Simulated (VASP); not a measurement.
# TiB2 (P6/mmm) in VASP: a series of runs

Runs on TiB2. Level: PBE. Tasks: single point.

All numbers are computed with VASP 6.6.1; they aren't measurements. Logs are shortened: lines on timing, memory, paths and dates and some standing lists are left out, and cuts for length are marked.

### Step 1. The cell of the first run

The structure is hexagonal, space group P6/mmm (No. 191). Conventional cell: a = 3.029 Å, b = 3.029 Å, c = 3.228 Å, α = 90.00°, β = 90.00°, γ = 120.00°. Within 3.1 Å of Ti (site symmetry 6/mmm) lie 12 B at 2.38 Å and 6 Ti at 3.03 Å. B (site symmetry -6m2) has 3 B at 1.75 Å within 2.3 Å.

### Step 2. Single point, PBE

File INCAR:

```
PREC = Accurate
ENCUT = 520
EDIFF = 1E-6
ISMEAR = 0
SIGMA = 0.015
LREAL = F
LASPH = T
NELM = 80
ALGO = Normal
ISIF = 2
LWAVE = F
LCHARG = F
GGA = PE
NBANDS = 16
```

File KPOINTS:

```
regular mesh
0
Gamma
  10 10 8
```

File POSCAR:

```
TiB2
1.0
    3.0292000000      0.0000000000      0.0000000000
   -1.5146000000      2.6233641531      0.0000000000
    0.0000000000      0.0000000000      3.2284000000
Ti B
1 2
Direct
    0.0000000000      0.0000000000      0.0000000000
    0.6666666667      0.3333333333      0.5000000000
    0.3333333333      0.6666666667      0.5000000000
```

Potentials or basis: VASP PAW PBE potentials, release 64 (Ti_sv, B).

Started as:

```sh
$ cat potpaw_PBE.64/Ti_sv/POTCAR potpaw_PBE.64/B/POTCAR > POTCAR
$ mpirun -np 1 vasp_std > vasp.out
```

OUTCAR:

```text
PREC = Accurate
   ENCUT = 520
   EDIFF = 1E-6
   ISMEAR = 0
   LREAL = F
   LASPH = T
   NELM = 80
   ISIF = 2
   GGA = PE

 ion  position               nearest neighbor table
   1  0.000  0.000  0.000-   2 2.38   3 2.38   2 2.38   3 2.38   3 2.38   3 2.38   2 2.38   2 2.38
                             2 2.38   2 2.38   3 2.38   3 2.38
   2  0.667  0.333  0.500-   3 1.75   3 1.75   3 1.75   1 2.38   1 2.38   1 2.38   1 2.38   1 2.38
                             1 2.38
   3  0.333  0.667  0.500-   2 1.75   2 1.75   2 1.75   1 2.38   1 2.38   1 2.38   1 2.38   1 2.38
                             1 2.38

  LATTYP: Found a hexagonal cell.
 ALAT       =     3.0292000000
 C/A-ratio  =     1.0657599366

  Lattice vectors:

 A1 = (   3.0292000000,   0.0000000000,   0.0000000000)
 A2 = (  -1.5146000000,   2.6233641531,   0.0000000000)
 A3 = (   0.0000000000,   0.0000000000,   3.2284000000)

Analysis of symmetry for initial positions (statically):
=====================================================================
 Subroutine PRICEL returns:
 Original cell was already a primitive cell.

 Routine SETGRP: Setting up the symmetry group for a
 hexagonal supercell.

 Subroutine GETGRP returns: Found 24 space group operations
 (whereof 24 operations were pure point group operations)
 out of a pool of 24 trial point group operations.

The static configuration has the point symmetry D_6h.

Analysis of symmetry for dynamics (positions and initial velocities):
=====================================================================
 Subroutine PRICEL returns:
 Original cell was already a primitive cell.

 Routine SETGRP: Setting up the symmetry group for a
 hexagonal supercell.

 Subroutine GETGRP returns: Found 24 space group operations
 (whereof 24 operations were pure point group operations)
 out of a pool of 24 trial point group operations.

The dynamic configuration has the point symmetry D_6h.

 Subroutine INISYM returns: Found 24 space group operations
 (whereof 24 operations are pure point group operations),
 and found     1 'primitive' translations

----------------------------------------------------------------------------------------

                                     Primitive cell

  volume of cell :      25.6551

  direct lattice vectors                    reciprocal lattice vectors
     3.029200000  0.000000000  0.000000000     0.330120164  0.190594965  0.000000000
    -1.514600000  2.623364153  0.000000000     0.000000000  0.381189931  0.000000000
     0.000000000  0.000000000  3.228400000     0.000000000  0.000000000  0.309750960

  length of vectors
     3.029200000  3.029200000  3.228400000     0.381189931  0.381189931  0.309750960

  position of ions in fractional coordinates (direct lattice)
     0.000000000  0.000000000  0.000000000
     0.666666667  0.333333333  0.500000000
     0.333333333  0.666666667  0.500000000

  ion indices of the primitive-cell ions
   primitive index   ion index
                 1           1
                 2           2
                 3           3

----------------------------------------------------------------------------------------

 KPOINTS: regular mesh

Automatic generation of k-mesh.
 Grid dimensions read from file:
 generate k-points for:   10   10    8

 Generating k-lattice:

  Cartesian coordinates                     Fractional coordinates (reciprocal lattice)
     0.033012016  0.019059497  0.000000000     0.100000000  0.000000000  0.000000000
     0.000000000  0.038118993  0.000000000     0.000000000  0.100000000  0.000000000
     0.000000000  0.000000000  0.038718870     0.000000000  0.000000000  0.125000000

  Length of vectors
     0.038118993  0.038118993  0.038718870

  Shift w.r.t. Gamma in fractional coordinates (k-lattice)
     0.000000000  0.000000000  0.000000000

 Subroutine IBZKPT returns following result:
 ===========================================

 Found     70 irreducible k-points:

 Following reciprocal coordinates:
            Coordinates               Weight
  0.000000  0.000000  0.000000      1.000000
  0.100000 -0.000000  0.000000      6.000000
  0.200000 -0.000000  0.000000      6.000000
  0.300000 -0.000000  0.000000      6.000000
  0.400000 -0.000000  0.000000      6.000000
  0.500000 -0.000000  0.000000      3.000000
[... 16 lines left out ...]
  0.300000  0.100000  0.125000     24.000000
  0.400000  0.100000  0.125000     24.000000
 [... further k-points ...]
   k-points           NKPTS =     70   k-points in BZ     NKDIM =     70   number of bands    NBANDS=     16
   number of dos      NEDOS =    301   number of ions     NIONS =      3
   total plane-waves  NPLWV =  13824
   dimension x,y,z NGX =    24 NGY =   24 NGZ =   24
   dimension x,y,z NGXF=    48 NGYF=   48 NGZF=   48
   ions per type =               1   2
   NGX,Y,Z   is equivalent  to a cutoff of  13.17, 13.17, 12.36 a.u.
   NGXF,Y,Z  is equivalent  to a cutoff of  26.34, 26.34, 24.72 a.u.
 SYSTEM =  unknown system
   PREC   = accura    normal or accurate (medium, high low for compatibility)
   ISTART =      0    job   : 0-new  1-cont  2-samecut
   ICHARG =      2    charge: 1-file 2-atom 10-const
   ISPIN  =      1    spin polarized calculation?
   LNONCOLLINEAR =      F non collinear calculations
   LSORBIT =      F    spin-orbit coupling
   LASPH  =      T    aspherical Exc in radial PAW
   ENCUT  =  520.0 eV  38.22 Ry    6.18 a.u.   5.63  5.63  6.00*2*pi/ulx,y,z
   NELM   =     80;   NELMIN=  2; NELMDL= -5     # of ELM steps
   EDIFF  = 0.1E-05   stopping-criterion for ELM
   LREAL  =      F    real-space projection
   EDIFFG = 0.1E-04   stopping-criterion for IOM
   NSW    =      0    number of steps for IOM
   IBRION =     -1    ionic relax: 0-MD 1-quasi-New 2-CG
   NFREE  =      0    steps in history (QN), initial steepest desc. (CG)
   ISIF   =      2    stress and relaxation
   ISYM   =      2    0-nonsym 1-usesym 2-fastsym
   POTIM  = 0.5000    time-step for ionic-motion
   TEBEG  =    0.0;   TEEND  =   0.0 temperature during run
   PSTRESS=    0.0 pullay stress
   NELECT =      18.0000    total number of electrons
   NUPDOWN=      -1.0000    fix difference up-down
   EMIN   =  10.00;   EMAX   =-10.00  energy-range for DOS
   EFERMI =   0.00;   METHOD = LEGACY
   ISMEAR =     0;   SIGMA  =   0.01  broadening in eV -4-tet -1-fermi 0-gaus
   EFERMI_NEDOS =   21; number of points for ismear=-14 and -15
   IALGO  =     38    algorithm
   IMIX   =      4    mixing-type and parameters
     AMIX     =   0.40;   BMIX     =  1.00
     AMIX_MAG =   1.60;   BMIX_MAG =  1.00
  volume/ion in A,a.u.               =       8.55        57.71
  Fermi-wavevector in a.u.,A,eV,Ry     =   1.454703  2.748990 28.792122  2.116161
  Thomas-Fermi vector in A             =   2.571823
   LORBIT       =      0    0 simple, 1 ext, 2 COOP (PROOUT), +10 PAW based schemes
   GGA     = PE    functional components
   LHFCALC =     F    Hartree Fock is set to
   AEXX    =    0.0000 exact exchange contribution
   IVDW    =     0    specifies the selected vdW correction
   LEPSILON=     F    determine dielectric tensor
   LRPA    =     F    only Hartree local field effects (RPA)
 non-spin polarized calculation
 Gauss-broadening in eV      SIGMA  =   0.01
  energy-cutoff  :      520.00
  volume of cell :       25.66
 maximum number of plane-waves:       721
 NGX is ok and might be reduce to    24
   NGX = 11   NGY = 11   NGZ = 13

 number of electron      18.0000002 magnetization

 Free energy of the ion-electron system (eV)
  ---------------------------------------------------
  ext. energy  EPLUGINS =         0.00000000
  ---------------------------------------------------
  free energy    TOTEN  =       -24.42035381 eV

  energy without entropy =      -24.42009107  energy(sigma->0) =      -24.42022244

 E-fermi :   9.9382     XC(G=0): -12.7685

 val. band max:        9.9141308319   @ k =   0.2000   0.2000   0.1250
 cond. band min:       9.9399305690   @ k =   0.3000   0.2000   0.0000
 fundamental gap:      0.0257997371
 Fermi energy:         9.9382075758

 k-point     1 :       0.0000    0.0000    0.0000
  band No.  band energies     occupation
      1     -46.9617      2.00000
      2     -23.3014      2.00000
      3     -23.0043      2.00000
      4     -23.0043      2.00000
      5      -3.5061      2.00000
      6       7.3968      2.00000
[... 8 lines left out ...]
     15      15.7725      0.00000
     16      16.9192      0.00000

 k-point     2 :       0.1000   -0.0000    0.0000
  band No.  band energies     occupation
      1     -46.9565      2.00000
      2     -23.2948      2.00000
      3     -23.0439      2.00000
      4     -23.0133      2.00000
      5      -3.3140      2.00000
      6       6.8528      2.00000
[... 8 lines left out ...]
     15      16.8555      0.00000
     16      17.5345      0.00000

 k-point     3 :       0.2000   -0.0000    0.0000
  band No.  band energies     occupation
      1     -46.9430      2.00000
      2     -23.2775      2.00000
      3     -23.1465      2.00000
      4     -23.0367      2.00000
      5      -2.7531      2.00000
      6       5.5325      2.00000
[... 8 lines left out ...]
     15      17.8408      0.00000
     16      18.9629      0.00000

 k-point     4 :       0.3000   -0.0000    0.0000
  band No.  band energies     occupation
      1     -46.9261      2.00000
      2     -23.2711      2.00000
      3     -23.2561      2.00000
      4     -23.0655      2.00000
      5      -1.8634      2.00000
      6       3.9142      2.00000
[... 8 lines left out ...]
     15      17.2967      0.00000
     16      19.0647      0.00000

 k-point     5 :       0.4000   -0.0000    0.0000
  band No.  band energies     occupation
      1     -46.9125      2.00000
      2     -23.3704      2.00000
      3     -23.2388      2.00000
      4     -23.0887      2.00000
      5      -0.6961      2.00000
      6       2.2608      2.00000
[... 8 lines left out ...]
     15      17.4180      0.00000
     16      18.5433      0.00000

 k-point     6 :       0.5000   -0.0000    0.0000
  band No.  band energies     occupation
      1     -46.9072      2.00000
      2     -23.4079      2.00000
      3     -23.2321      2.00000
      4     -23.0975      2.00000
      5       0.6341      2.00000
      6       0.7625      2.00000
[... 8 lines left out ...]
     15      17.4488      0.00000
     16      18.1902      0.00000

 k-point     7 :       0.1000    0.1000    0.0000
  band No.  band energies     occupation
      1     -46.9471      2.00000
      2     -23.2828      2.00000
      3     -23.1121      2.00000
      4     -23.0324      2.00000
      5      -2.9374      2.00000
      6       6.0349      2.00000
[... 8 lines left out ...]
     15      17.6635      0.00000
     16      18.1486      0.00000

 k-point     8 :       0.2000    0.1000    0.0000
  band No.  band energies     occupation
      1     -46.9319      2.00000
      2     -23.2635      2.00000
      3     -23.2186      2.00000
      4     -23.0656      2.00000
      5      -2.2119      2.00000
      6       4.7174      2.00000
[... 8 lines left out ...]
     15      17.6801      0.00000
     16      19.0658      0.00000

 k-point     9 :       0.3000    0.1000    0.0000
  band No.  band energies     occupation
      1     -46.9167      2.00000
      2     -23.3230      2.00000
      3     -23.2441      2.00000
      4     -23.0990      2.00000
      5      -1.1827      2.00000
      6       3.1524      2.00000
[... 8 lines left out ...]
     15      17.7916      0.00000
     16      19.0479      0.00000
[... 172 lines left out ...]
 k-point    19 :       0.4000   -0.0000    0.1250
  band No.  band energies     occupation
      1     -46.9104      2.00000
      2     -23.3660      2.00000
      3     -23.2649      2.00000
      4     -23.0856      2.00000
      5      -0.5925      2.00000
      6       2.2897      2.00000
[... 8 lines left out ...]
     15      17.9385      0.00000
     16      19.5805      0.00000

 k-point    20 :       0.5000   -0.0000    0.1250
  band No.  band energies     occupation
      1     -46.9052      2.00000
      2     -23.4033      2.00000
      3     -23.2579      2.00000
      4     -23.0943      2.00000
      5       0.6844      2.00000
      6       0.8351      2.00000
[... 8 lines left out ...]
     15      18.1961      0.00000
     16      19.3441      0.00000

 k-point    21 :       0.1000    0.1000    0.1250
  band No.  band energies     occupation
      1     -46.9450      2.00000
      2     -23.3115      2.00000
      3     -23.1090      2.00000
      4     -23.0298      2.00000
      5      -2.7528      2.00000
      6       6.1262      2.00000
[... 8 lines left out ...]
     15      17.5831      0.00000
     16      17.8735      0.00000

 k-point    22 :       0.2000    0.1000    0.1250
  band No.  band energies     occupation
      1     -46.9299      2.00000
      2     -23.2913      2.00000
      3     -23.2147      2.00000
      4     -23.0627      2.00000
      5      -2.0542      2.00000
      6       4.7574      2.00000
[... 8 lines left out ...]
     15      18.0362      0.00000
     16      19.3788      0.00000

 k-point    23 :       0.3000    0.1000    0.1250
  band No.  band energies     occupation
      1     -46.9147      2.00000
      2     -23.3190      2.00000
      3     -23.2703      2.00000
      4     -23.0958      2.00000
      5      -1.0633      2.00000
      6       3.1739      2.00000
[... 8 lines left out ...]
     15      18.2880      0.00000
     16      19.7205      0.00000

 k-point    24 :       0.4000    0.1000    0.1250
  band No.  band energies     occupation
      1     -46.9052      2.00000
      2     -23.3822      2.00000
      3     -23.2579      2.00000
      4     -23.1163      2.00000
      5       0.1687      2.00000
      6       1.6147      2.00000
[... 8 lines left out ...]
     15      18.5866      0.00000
     16      19.5131      0.00000

 [... further k-points ...]
[... 5 lines left out ...]
  --------------------------------------------------------------------------------------
  -------------------------------------------------------------------------------------
  Total        0.0932178      0.0932178      0.0889619      0.0000000     -0.0000000     -0.0000000
  in kB        5.8215058      5.8215058      5.5557270      0.0000000     -0.0000000     -0.0000000
  external PRESSURE =       5.7329129 kB  Pullay stress =       0.0000000 kB

 VOLUME and BASIS-vectors are now :
 -----------------------------------------------------------------------------
  energy-cutoff  :      520.00
  volume of cell :       25.66
      direct lattice vectors                 reciprocal lattice vectors
     3.029200000  0.000000000  0.000000000     0.330120164  0.190594965  0.000000000
    -1.514600000  2.623364153  0.000000000     0.000000000  0.381189931  0.000000000
     0.000000000  0.000000000  3.228400000     0.000000000  0.000000000  0.309750960

 POSITION                                       TOTAL-FORCE (eV/Angst)
 -----------------------------------------------------------------------------------
      0.00000      0.00000      0.00000         0.000000      0.000000     -0.000000
      1.51460      0.87445      1.61420         0.000000     -0.000000     -0.000000
     -0.00000      1.74891      1.61420        -0.000000      0.000000      0.000000
 -----------------------------------------------------------------------------------
    total drift:                               -0.000000      0.000000      0.000000

  FREE ENERGIE OF THE ION-ELECTRON SYSTEM (eV)
  ---------------------------------------------------
  free  energy   TOTEN  =       -24.4203538095 eV

  energy  without entropy=      -24.4200910713  energy(sigma->0) =      -24.42022244
```

Wall time 9.4 s (1 thread of Intel Xeon 6975P-C (Granite Rapids), shared host); peak memory 0.15 GiB.

Results:

```yaml
Free_energy: -24.4204 eV
Pressure: 0.6 GPa
Band_gap_on_the_k_mesh: zero (band 9 reaches 10.39 eV, above the bottom of band 10 at 9.82 eV)
```

### Step 3. Single point, PBE

File INCAR:

```
SYSTEM = TiB2
PREC = Accurate
ENCUT = 520
EDIFF = 1E-7
ISMEAR = 0
SIGMA = 0.016
LREAL = .False.
LASPH = .True.
NELM = 100
ALGO = Normal
ISIF = 2
LWAVE = .False.
LCHARG = .False.
GGA = PE
NBANDS = 16
```

File KPOINTS:

```
Automatic mesh
0
Gamma
  10 10 8
  0 0 0
```

POSCAR is that of step 2.

Potentials or basis: VASP PAW PBE potentials, release 64 (Ti_sv, B).

Started as:

```sh
$ cat potpaw_PBE.64/Ti_sv/POTCAR potpaw_PBE.64/B/POTCAR > POTCAR
$ mpirun -np 1 vasp_std > vasp.out
```

Run time: 11 s. Hardware: 1 thread of Intel Xeon 6975P-C (Granite Rapids), shared host; peak memory 0.15 GiB.

Results (log left out):

* Free energy: -24.4204 eV
* Pressure: 0.5 GPa
* Band gap on the k mesh: zero (band 9 reaches 10.39 eV, above the bottom of band 10 at 9.82 eV)

Levels at points of the mesh, in eV from the Fermi level:
```tsv
k point	band 7	band 8	band 9	band 10	band 11	band 12
(0.00, 0.00, 0.00)	-2.54	-2.27	-2.05	1.95	1.95	3.71
(0.50, 0.00, 0.00)	-3.20	-3.16	-2.20	1.40	2.79	3.27
(0.00, 0.00, 0.50)	-0.49	-0.49	-0.11	-0.11	0.49	0.49
(0.50, 0.00, 0.50)	-4.58	-3.76	-3.09	2.54	2.97	4.52
```
